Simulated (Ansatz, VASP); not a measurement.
**MgS: VASP beside Ansatz**

Contents of POSCAR:

```
MgS
1.0
    4.0286647932      0.0000000000      0.0000000000
   -2.0143323966      3.4889260542      0.0000000000
    0.0000000000      0.0000000000      6.4542161851
Mg S
2 2
Direct
    0.6666666667      0.3333333333      0.4971196678
    0.3333333333      0.6666666667      0.9971196678
    0.3333333333      0.6666666667      0.3778793322
    0.6666666667      0.3333333333      0.8778793322
```

File INCAR.step1:

```
ALGO = Normal
EDIFF = 1E-4
ENCUT = 520
GGA = PE
ISMEAR = 0
LASPH = T
LCHARG = F
LREAL = F
LWAVE = T
NBANDS = 16
NELM = 80
PREC = Accurate
SIGMA = 0.01
```

INCAR.step2

```
ALGO = Normal
EDIFF = 1E-6
ENCUT = 520
ISIF = 2
ISMEAR = 0
ISTART = 1
LASPH = T
LCHARG = T
LELF = T
LMIXTAU = T
LREAL = F
LVHAR = T
LWAVE = F
METAGGA = R2SCAN
NBANDS = 16
NELM = 80
PREC = Accurate
SIGMA = 0.01
```

The input KPOINTS:

```
k-points
0
Gamma
  12 12 4
```

Input for Ansatz:

```yaml
crystal:
  lattice:
    - [4.0286647932, 0.0, 0.0]
    - [-2.0143323966, 3.4889260542, 0.0]
    - [0.0, 0.0, 6.4542161851]
  atoms:
    - { symbol: Mg, position: [0.6666666667, 0.3333333333, 0.4971196678] }
    - { symbol: Mg, position: [0.3333333333, 0.6666666667, 0.9971196678] }
    - { symbol: S, position: [0.3333333333, 0.6666666667, 0.3778793322] }
    - { symbol: S, position: [0.6666666667, 0.3333333333, 0.8778793322] }
kpoints:
  mp_grid: { grid: [12, 12, 4] }
  band_path:
    path:
      - [0.0, 0.0, 0.0]
      - [0.5, 0.0, 0.0]
      - [0.3333333333, 0.3333333333, 0.0]
      - [0.0, 0.0, 0.5]
      - [0.5, 0.0, 0.5]
      - [0.3333333333, 0.3333333333, 0.5]
    npoints: 1
hamiltonian:
  xc: r2scan
scf:
  occupations: { method: fixed }
  n_extra_bands: 5
output:
  forces: true
  stress: true
  eigenvalues: true
  write_density: true
  write_potential: true
  elf: true
  volumetric_format: npy
```

Alike in both runs: task single point; functional r2SCAN; k mesh 12 × 12 × 4; no spin polarisation.

|  | VASP | Ansatz |
| --- | --- | --- |
| version | VASP 6.6.1 | Ansatz 0.2.0 |
| potentials or method | VASP PAW PBE potentials, release 64 (Mg, S) | plane waves, PAW |
| plane-wave cutoff (eV) | 520 | 500 |
| occupations | gaussian, width 0.01 eV | fixed |
| valence electrons in the cell | 16 | 32 |

VASP gave:

```
gap on the k mesh at the Fermi level (eV) : 4.13
pressure (GPa)                            : -0.3
```

Task: Which values does Ansatz return?

Result: gap on the k mesh at the Fermi level (eV): 4.15; pressure (GPa): 0.0.

VASP's potentials were made for PBE, not for r2SCAN. VASP's potentials hold 16 valence electrons a cell and Ansatz's 32, so a difference there can come from the potentials and not from the codes.
